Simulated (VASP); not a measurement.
Write the native input for VASP 6.6.1 that does the following.

```
Task                   : single point
Functional             : LDA
Potentials or basis    : VASP PAW LDA potentials, release 64 (Ni)
Cutoff                 : 520 eV
k mesh                 : 24 × 24 × 24
Occupations            : gaussian, width 0.15 eV
Spin                   : collinear spin, ferromagnetic start
Starting moments       : [0.375] μB
Fixed moment           : 0.375 μB
Dipole correction      : no
Further INCAR settings : ALGO = Fast; EDIFF = 1e-06; NBANDS = 15
```

The structure of Ni lies in POSCAR:

```
Ni
1.0
    0.0000000000      1.6406882893      1.6406882893
    1.6406882893      0.0000000000      1.6406882893
    1.6406882893      1.6406882893      0.0000000000
Ni
1
Direct
    0.0000000000      0.0000000000      0.0000000000
```

One way to write it, as run:

INCAR

```
  ALGO = Fast
  EDIFF = 1E-6
  ENCUT = 520
  GGA = CA
  ISIF = 2
  ISMEAR = 0
  ISPIN = 2
  LASPH = True
  LCHARG = False
  LMAXMIX = 4
  LORBIT = 11
  LREAL = False
  LWAVE = False
  MAGMOM = 0.375
  NBANDS = 15
  NELM = 150
  NUPDOWN = 0.375
  PREC = Accurate
  SIGMA = 0.15
```

KPOINTS

```
k-points
0
Gamma
  24 24 24
```

Potentials or basis: VASP PAW LDA potentials, release 64 (Ni).

The run is started by

```sh
$ cat potpaw_LDA.64/Ni/POTCAR > POTCAR
$ mpirun -np 1 vasp_std > vasp.out
```

It gave:

The pressure is 43.1 GPa. The net moment is 0.38 μB per cell. The site moments are Ni +0.37 μB and the valence electrons inside the program's atomic spheres are Ni 9.78.

Caveat: the total moment is fixed, so each spin has its own Fermi level.

It took 75 s on 1 thread of AMD EPYC 9R45 96-Core Processor (Zen 5), on a shared host, peak memory 0.16 GiB.
